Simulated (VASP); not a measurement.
# SbSe2: single point with PBE

SbSe2:

```
CELL_PARAMETERS angstrom
3.74224 0.00000 0.00000
-1.87112 3.24087 0.00000
0.00000 0.00000 6.82324
ATOMIC_POSITIONS crystal
Sb 0.00000 0.00000 0.00000
Se 0.66667 0.33333 0.75428
Se 0.33333 0.66667 0.24572
```

| Quantity | Value |
| --- | --- |
| Program | VASP 6.6.1 |
| Task | single point |
| Functional | PBE |
| Potentials or basis | VASP PAW PBE potentials, release 64 (Sb, Se) |
| Cutoff | 520 eV |
| k mesh | 6 × 6 × 4 |
| Occupations | gaussian, width 0.1 eV |
| Spin | no spin polarisation |
| Dipole correction | no |
| Further INCAR settings | ALGO = Normal; EDIFF = 1e-06; NBANDS = 16 |

```json
{"Pressure": "4.6 GPa", "Largest force": "0.443 eV/Å"}
```

Forces on the atoms (eV/Å):
```
Sb   0.000  0.000  0.000
Se   0.000  0.000 -0.443
Se   0.000  0.000  0.443
```

Stress tensor (GPa, compression positive):
```
5.46 0.00 0.00
0.00 5.46 0.00
0.00 0.00 2.96
```

Levels at points of the mesh, in eV from the Fermi level:
```csv
k point,band 6,band 7,band 8,band 9,band 10,band 11,band 12,band 13
"(0.00, 0.00, 0.00)",-1.39,-0.81,-0.81,-0.43,1.96,2.79,2.79,5.97
"(0.50, 0.00, 0.00)",-3.33,-2.26,-1.12,-0.55,2.30,3.54,4.16,4.21
"(0.00, 0.00, 0.50)",-1.42,-0.75,-0.75,0.79,1.71,2.68,2.68,6.65
"(0.50, 0.00, 0.50)",-3.27,-1.80,-1.29,-1.14,2.66,2.97,3.91,4.25
```

Wall time 25 s on 1 thread of Intel(R) Xeon(R) Platinum 8488C (Sapphire Rapids), on a shared host, peak memory 0.2 GiB.

Caveat: spin-orbit coupling is left out, which moves the levels of the heavy elements; this functional lacks dispersion, which binds the layers, so the pressure and a relaxed spacing across them are unreliable.
